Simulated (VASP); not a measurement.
# Pd (Fm-3m) in VASP: further runs

Runs on Pd. Level: PBE. Tasks: single point, relaxation of cell and atoms.

Program: VASP 6.6.1. These are calculated values, not measurements. Logs are shortened: lines on timing, memory, paths and dates and some standing lists are left out, and cuts for length are marked.

## (1) The cell of the first run

Symmetry: Fm-3m, No. 225, cubic system. The conventional cell has a = 3.948 Å, b = 3.948 Å, c = 3.948 Å, α = 90.00°, β = 90.00°, γ = 90.00°. Within 3.7 Å of Pd (site symmetry m-3m) lie 12 Pd at 2.79 Å.

## (2) Single point, PBE

INCAR reads:

```
PREC = Accurate ; ENCUT = 500
EDIFF = 1E-6 ; ISMEAR = 0
SIGMA = 0.1 ; LREAL = F
LASPH = T ; NELM = 120
ALGO = Normal ; ISIF = 2
LWAVE = F ; LCHARG = F
GGA = PE ; NBANDS = 11
GGA_COMPAT = F
```

KPOINTS reads:

```
regular mesh
0
Gamma
  8 8 8
```

POSCAR reads:

```
Pd
1.0
    0.0000000000      1.9741749792      1.9741749792
    1.9741749792      0.0000000000      1.9741749792
    1.9741749792      1.9741749792      0.0000000000
Pd
1
Direct
    0.0000000000      0.0000000000      0.0000000000
```

Potentials or basis: VASP PAW PBE potentials, release 64 (Pd).

Started as:

```bash
$ cat potpaw_PBE.64/Pd/POTCAR > POTCAR
$ mpirun -np 1 vasp_std > vasp.out
```

OUTCAR:

```text
PREC = Accurate
   ENCUT = 500
   EDIFF = 1E-6
   ISMEAR = 0
   LREAL = F
   LASPH = T
   NELM = 120
   ISIF = 2
   GGA = PE

 ion  position               nearest neighbor table
   1  0.000  0.000  0.000-

  LATTYP: Found a face centered cubic cell.
 ALAT       =     3.9483499584

  Lattice vectors:

 A1 = (   0.0000000000,   1.9741749792,   1.9741749792)
 A2 = (   1.9741749792,   0.0000000000,   1.9741749792)
 A3 = (   1.9741749792,   1.9741749792,   0.0000000000)

Analysis of symmetry for initial positions (statically):
=====================================================================
 Subroutine PRICEL returns:
 Original cell was already a primitive cell.

 Routine SETGRP: Setting up the symmetry group for a
 face centered cubic supercell.

 Subroutine GETGRP returns: Found 48 space group operations
 (whereof 48 operations were pure point group operations)
 out of a pool of 48 trial point group operations.

The static configuration has the point symmetry O_h .

Analysis of symmetry for dynamics (positions and initial velocities):
=====================================================================
 Subroutine PRICEL returns:
 Original cell was already a primitive cell.

 Routine SETGRP: Setting up the symmetry group for a
 face centered cubic supercell.

 Subroutine GETGRP returns: Found 48 space group operations
 (whereof 48 operations were pure point group operations)
 out of a pool of 48 trial point group operations.

The dynamic configuration has the point symmetry O_h .

 Subroutine INISYM returns: Found 48 space group operations
 (whereof 48 operations are pure point group operations),
 and found     1 'primitive' translations

----------------------------------------------------------------------------------------

                                     Primitive cell

  volume of cell :      15.3882

  direct lattice vectors                    reciprocal lattice vectors
     0.000000000  1.974174979  1.974174979    -0.253270356  0.253270356  0.253270356
     1.974174979  0.000000000  1.974174979     0.253270356 -0.253270356  0.253270356
     1.974174979  1.974174979  0.000000000     0.253270356  0.253270356 -0.253270356

  length of vectors
     2.791905030  2.791905030  2.791905030     0.438677125  0.438677125  0.438677125

  position of ions in fractional coordinates (direct lattice)
     0.000000000  0.000000000  0.000000000

  ion indices of the primitive-cell ions
   primitive index   ion index
                 1           1

----------------------------------------------------------------------------------------

 KPOINTS: regular mesh

Automatic generation of k-mesh.
 Grid dimensions read from file:
 generate k-points for:    8    8    8

 Generating k-lattice:

  Cartesian coordinates                     Fractional coordinates (reciprocal lattice)
    -0.031658795  0.031658795  0.031658795     0.125000000  0.000000000  0.000000000
     0.031658795 -0.031658795  0.031658795     0.000000000  0.125000000  0.000000000
     0.031658795  0.031658795 -0.031658795     0.000000000  0.000000000  0.125000000

  Length of vectors
     0.054834641  0.054834641  0.054834641

  Shift w.r.t. Gamma in fractional coordinates (k-lattice)
     0.000000000  0.000000000  0.000000000

 Subroutine IBZKPT returns following result:
 ===========================================

 Found     29 irreducible k-points:

 Following reciprocal coordinates:
            Coordinates               Weight
  0.000000  0.000000  0.000000      1.000000
  0.125000  0.000000  0.000000      8.000000
  0.250000  0.000000  0.000000      8.000000
  0.375000  0.000000  0.000000      8.000000
  0.500000  0.000000  0.000000      4.000000
  0.125000  0.125000  0.000000      6.000000
[... 16 lines left out ...]
  0.500000  0.250000  0.125000     48.000000
 -0.375000  0.250000  0.125000     24.000000
 [... further k-points ...]
   k-points           NKPTS =     29   k-points in BZ     NKDIM =     29   number of bands    NBANDS=     11
   number of dos      NEDOS =    301   number of ions     NIONS =      1
   total plane-waves  NPLWV =   8000
   dimension x,y,z NGX =    20 NGY =   20 NGZ =   20
   dimension x,y,z NGXF=    40 NGYF=   40 NGZF=   40
   ions per type =               1
   NGX,Y,Z   is equivalent  to a cutoff of  11.91, 11.91, 11.91 a.u.
   NGXF,Y,Z  is equivalent  to a cutoff of  23.82, 23.82, 23.82 a.u.
 SYSTEM =  unknown system
   PREC   = accura    normal or accurate (medium, high low for compatibility)
   ISTART =      0    job   : 0-new  1-cont  2-samecut
   ICHARG =      2    charge: 1-file 2-atom 10-const
   ISPIN  =      1    spin polarized calculation?
   LNONCOLLINEAR =      F non collinear calculations
   LSORBIT =      F    spin-orbit coupling
   LASPH  =      T    aspherical Exc in radial PAW
   ENCUT  =  500.0 eV  36.75 Ry    6.06 a.u.   5.09  5.09  5.09*2*pi/ulx,y,z
   NELM   =    120;   NELMIN=  2; NELMDL= -5     # of ELM steps
   EDIFF  = 0.1E-05   stopping-criterion for ELM
   LREAL  =      F    real-space projection
   EDIFFG = 0.1E-04   stopping-criterion for IOM
   NSW    =      0    number of steps for IOM
   IBRION =     -1    ionic relax: 0-MD 1-quasi-New 2-CG
   NFREE  =      0    steps in history (QN), initial steepest desc. (CG)
   ISIF   =      2    stress and relaxation
   ISYM   =      2    0-nonsym 1-usesym 2-fastsym
   POTIM  = 0.5000    time-step for ionic-motion
   TEBEG  =    0.0;   TEEND  =   0.0 temperature during run
   PSTRESS=    0.0 pullay stress
   NELECT =      10.0000    total number of electrons
   NUPDOWN=      -1.0000    fix difference up-down
   EMIN   =  10.00;   EMAX   =-10.00  energy-range for DOS
   EFERMI =   0.00;   METHOD = LEGACY
   ISMEAR =     0;   SIGMA  =   0.10  broadening in eV -4-tet -1-fermi 0-gaus
   EFERMI_NEDOS =   21; number of points for ismear=-14 and -15
   IALGO  =     38    algorithm
   IMIX   =      4    mixing-type and parameters
     AMIX     =   0.40;   BMIX     =  1.00
     AMIX_MAG =   1.60;   BMIX_MAG =  1.00
  volume/ion in A,a.u.               =      15.39       103.84
  Fermi-wavevector in a.u.,A,eV,Ry     =   1.418010  2.679650 27.357934  2.010751
  Thomas-Fermi vector in A             =   2.539180
   LORBIT       =      0    0 simple, 1 ext, 2 COOP (PROOUT), +10 PAW based schemes
   GGA     = PE    functional components
   LHFCALC =     F    Hartree Fock is set to
   AEXX    =    0.0000 exact exchange contribution
   IVDW    =     0    specifies the selected vdW correction
   LEPSILON=     F    determine dielectric tensor
   LRPA    =     F    only Hartree local field effects (RPA)
 non-spin polarized calculation
 Gauss-broadening in eV      SIGMA  =   0.10
  energy-cutoff  :      500.00
  volume of cell :       15.39
 maximum number of plane-waves:       399
   NGX = 11   NGY = 11   NGZ = 11

 number of electron      10.0000000 magnetization

 number of electron       9.9999995 magnetization

 Free energy of the ion-electron system (eV)
  ---------------------------------------------------
  ext. energy  EPLUGINS =         0.00000000
  ---------------------------------------------------
  free energy    TOTEN  =        -5.20405442 eV

  energy without entropy =       -5.19259070  energy(sigma->0) =       -5.19832256

 E-fermi :   9.1827     XC(G=0): -12.9154

 val. band max:        9.1781456431   @ k =   0.5000   0.2500   0.0000
 cond. band min:       9.2640411074   @ k =   0.5000   0.3750   0.0000
 fundamental gap:      0.0858954642
 Fermi energy:         9.1826557069

 k-point     1 :       0.0000    0.0000    0.0000
  band No.  band energies     occupation
      1       2.2692      2.00000
      2       6.4676      2.00000
      3       6.4676      2.00000
      4       6.4676      2.00000
      5       7.9677      2.00000
      6       7.9677      2.00000
      7      26.2505      0.00000
      8      30.7808      0.00000
      9      30.7808      0.00000
     10      30.7808      0.00000
     11      35.4791      0.00000

 k-point     2 :       0.1250    0.0000    0.0000
  band No.  band energies     occupation
      1       2.7979      2.00000
      2       6.3107      2.00000
      3       6.6293      2.00000
      4       6.6293      2.00000
      5       7.9070      2.00000
      6       7.9070      2.00000
      7      26.5817      0.00000
      8      28.1241      0.00000
      9      31.3316      0.00000
     10      31.3316      0.00000
     11      35.6765      0.00000

 k-point     3 :       0.2500    0.0000    0.0000
  band No.  band energies     occupation
      1       3.9209      2.00000
      2       6.4338      2.00000
      3       6.7411      2.00000
      4       6.7411      2.00000
      5       8.1132      2.00000
      6       8.1132      2.00000
      7      23.2673      0.00000
      8      27.2035      0.00000
      9      32.1698      0.00000
     10      32.1698      0.00000
     11      34.4973      0.00000

 k-point     4 :       0.3750    0.0000    0.0000
  band No.  band energies     occupation
      1       4.2068      2.00000
      2       6.5376      2.00000
      3       6.5376      2.00000
      4       8.3329      2.00000
      5       8.7550      2.00000
      6       8.7550      2.00000
      7      18.7535      0.00000
      8      26.1165      0.00000
      9      30.7333      0.00000
     10      30.7333      0.00000
     11      35.2561      0.00000

 k-point     5 :       0.5000    0.0000    0.0000
  band No.  band energies     occupation
      1       4.1341      2.00000
      2       6.4219      2.00000
      3       6.4219      2.00000
      4       9.0946      1.78688
      5       9.0946      1.78687
      6      10.1923      0.00000
      7      16.0985      0.00000
      8      25.5899      0.00000
      9      29.7793      0.00000
     10      29.7793      0.00000
     11      35.7534      0.00000
[... 211 lines left out ...]
 k-point    21 :       0.5000    0.5000    0.0000
  band No.  band energies     occupation
      1       4.0601      2.00000
      2       4.3403      2.00000
      3       9.0633      1.90850
      4       9.3909      0.00323
      5       9.3909      0.00323
      6      12.4432      0.00000
      7      19.4402      0.00000
      8      22.0660      0.00000
      9      22.0660      0.00000
     10      30.0433      0.00000
     11      30.1576      0.00000

 k-point    22 :       0.3750    0.2500    0.1250
  band No.  band energies     occupation
      1       4.8884      2.00000
      2       5.5172      2.00000
      3       6.5101      2.00000
      4       7.6702      2.00000
      5       7.8440      2.00000
      6       9.3874      0.00379
      7      23.8265      0.00000
      8      24.5489      0.00000
      9      28.0712      0.00000
     10      30.7732      0.00000
     11      34.1467      0.00000

 k-point    23 :       0.5000    0.2500    0.1250
  band No.  band energies     occupation
      1       5.0785      2.00000
      2       5.9124      2.00000
      3       6.2896      2.00000
      4       7.4973      2.00000
      5       8.6319      2.00000
      6      11.4954      0.00000
      7      19.4811      0.00000
      8      23.8678      0.00000
      9      26.0648      0.00000
     10      30.8008      0.00000
     11      34.4452      0.00000

 k-point    24 :      -0.3750    0.2500    0.1250
  band No.  band energies     occupation
      1       5.0236      2.00000
      2       5.7302      2.00000
      3       6.8429      2.00000
      4       7.2794      2.00000
      5       8.9712      1.99722
      6      13.8368      0.00000
      7      16.1925      0.00000
      8      24.4458      0.00000
      9      24.6482      0.00000
     10      29.9381      0.00000
     11      35.3945      0.00000

 [... further k-points ...]

------------------------ aborting loop because EDIFF is reached ----------------------------------------

  FORCE on cell =-STRESS in cart. coord.  units (eV):
  Direction    XX          YY          ZZ          XY          YZ          ZX
  --------------------------------------------------------------------------------------
  -------------------------------------------------------------------------------------
  Total       -0.0199582     -0.0199582     -0.0199582      0.0000000      0.0000000      0.0000000
  in kB       -2.0779927     -2.0779927     -2.0779927      0.0000000      0.0000000      0.0000000
  external PRESSURE =      -2.0779927 kB  Pullay stress =       0.0000000 kB

 VOLUME and BASIS-vectors are now :
 -----------------------------------------------------------------------------
  energy-cutoff  :      500.00
  volume of cell :       15.39
      direct lattice vectors                 reciprocal lattice vectors
     0.000000000  1.974174979  1.974174979    -0.253270356  0.253270356  0.253270356
     1.974174979  0.000000000  1.974174979     0.253270356 -0.253270356  0.253270356
     1.974174979  1.974174979  0.000000000     0.253270356  0.253270356 -0.253270356

 POSITION                                       TOTAL-FORCE (eV/Angst)
 -----------------------------------------------------------------------------------
      0.00000      0.00000      0.00000         0.000000     -0.000000     -0.000000
 -----------------------------------------------------------------------------------
    total drift:                                0.000000      0.000000      0.000000

  FREE ENERGIE OF THE ION-ELECTRON SYSTEM (eV)
  ---------------------------------------------------
  free  energy   TOTEN  =        -5.2040544224 eV

  energy  without entropy=       -5.1925907048  energy(sigma->0) =       -5.19832256
```

Wall time 12 s (1 thread of Intel Xeon 8259CL, shared host); peak memory 0.12 GiB.

Results:

- Free energy: -5.2041 eV
- Pressure: -0.2 GPa
- Band gap on the k mesh: zero (bands 5 and 6 overlap by 1.49 eV)

Levels at points of the mesh, in eV from the Fermi level:
```tsv
k point	band 1	band 2	band 3	band 4	band 5	band 6	band 7	band 8	band 9	band 10
(0.00, 0.00, 0.00)	-6.91	-2.72	-2.72	-2.72	-1.21	-1.21	17.07	21.60	21.60	21.60
(0.50, 0.00, 0.00)	-5.05	-2.76	-2.76	-0.09	-0.09	1.01	6.92	16.41	20.60	20.60
(0.50, 0.50, 0.00)	-5.12	-4.84	-0.12	0.21	0.21	3.26	10.26	12.88	12.88	20.86
```

(Continued in part 2 of 2.)

The gap in the log of VASP goes by the Fermi energy; the results here count the filled bands.